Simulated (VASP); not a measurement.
**AlBP2: single point with PBE**

The system is AlBP2.

```xyz
4
Lattice="3.4921 0.0000 0.0000 0.0000 3.4921 0.0000 0.0000 0.0000 5.2136" Properties=species:S:1:pos:R:3 pbc="T T T"
B     0.0000    0.0000    0.0000
P     0.0000    1.7461    1.0903
P     1.7461    0.0000    4.1232
Al    1.7461    1.7461    2.6068
```

| Item | Value |
| --- | --- |
| Program | VASP 6.6.1 |
| Task | single point |
| Functional | PBE |
| Potentials or basis | VASP PAW PBE potentials, release 64 (B, P, Al) |
| Cutoff | 520 eV |
| k mesh | 4 × 4 × 2 |
| Occupations | gaussian, width 0.01 eV |
| Spin | no spin polarisation |

The pressure is 1.4 GPa, the largest force is 0.196 eV/Å and the band gap on the k mesh is 0.77 eV, direct.

Forces on the atoms (eV/Å):
```
B    0.000  0.000  0.000
P    0.000  0.000 -0.196
P    0.000  0.000  0.196
Al   0.000  0.000  0.000
```

Stress tensor (GPa, compression positive):
```
1.75 0.00 0.00
0.00 1.75 0.00
0.00 0.00 0.75
```

Levels at points of the mesh, in eV from the valence-band top:
```tsv
k point	band 6	band 7	band 8	band 9	band 10	band 11
(0.00, 0.00, 0.00)	-0.56	0.00	0.00	0.77	1.07	3.38
(0.50, 0.00, 0.00)	-4.08	-2.68	-0.65	2.45	3.70	4.30
(0.50, 0.50, 0.00)	-3.68	-3.68	-2.93	0.93	0.93	1.14
(0.00, 0.00, 0.50)	-3.44	-0.98	-0.98	1.22	1.64	3.79
(0.50, 0.00, 0.50)	-1.88	-1.80	-0.55	1.30	2.92	3.29
(0.50, 0.50, 0.50)	-4.70	-4.43	-4.43	4.03	4.03	4.13
```

Run time: 13 s on 1 thread of Intel Xeon 6975P-C, on a shared host, peak memory 0.17 GiB.

Caveat: the k points lie up to 0.60 Å⁻¹ apart. A k mesh can miss the band edges.
